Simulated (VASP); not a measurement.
Wanted: the native input for a VASP 6.6.1 run.

- Task: single point
- Functional: PBE
- Potentials or basis: VASP PAW PBE potentials, release 64 (Ni)
- Cutoff: 520 eV
- k mesh: 6 × 12 × 12
- Occupations: fermi-dirac, width 0.05 eV
- Spin: collinear spin, antiferromagnetic start
- Starting moments: [2.0, -2.0] μB
- Dipole correction: no
- Further INCAR settings: ALGO = Normal; EDIFF = 1e-06; NBANDS = 21

The structure of Ni lies in POSCAR:

```
Ni
1.0
    0.0000000000      3.5347000000      3.5347000000
    1.7673500000      0.0000000000      1.7673500000
    1.7673500000      1.7673500000      0.0000000000
Ni
2
Direct
    0.0000000000      0.0000000000      0.0000000000
    0.5000000000      0.0000000000      0.0000000000
```

These files were run (other wordings do the same):

INCAR

```
PREC = Accurate
ENCUT = 520
EDIFF = 1E-6
ISMEAR = -1
SIGMA = 0.05
LREAL = F
LASPH = T
NELM = 150
ALGO = Normal
ISIF = 2
LWAVE = F
LCHARG = F
ISPIN = 2
MAGMOM = 2 -2
LORBIT = 11
LMAXMIX = 4
GGA = PE
NBANDS = 21
```

KPOINTS

```
regular mesh
0
Gamma
  6 12 12
```

Potentials or basis: VASP PAW PBE potentials, release 64 (Ni).

The run is started by

```sh
$ cat potpaw_PBE.64/Ni/POTCAR > POTCAR
$ mpirun -np 1 vasp_std > vasp.out
```

It gave:

```json
{
  "Pressure": "-3.6 GPa",
  "Band gap on the k mesh": "zero (filled and empty bands overlap)",
  "Net moment": "0.00 μB per cell",
  "Site moments": "Ni +0.24, -0.24 μB",
  "Valence electrons inside the program's atomic spheres": "Ni 9.29"
}
```

Run time: 38 s on 1 thread of Intel(R) Xeon(R) 6975P-C (Granite Rapids) (shared host), peak memory 0.19 GiB.
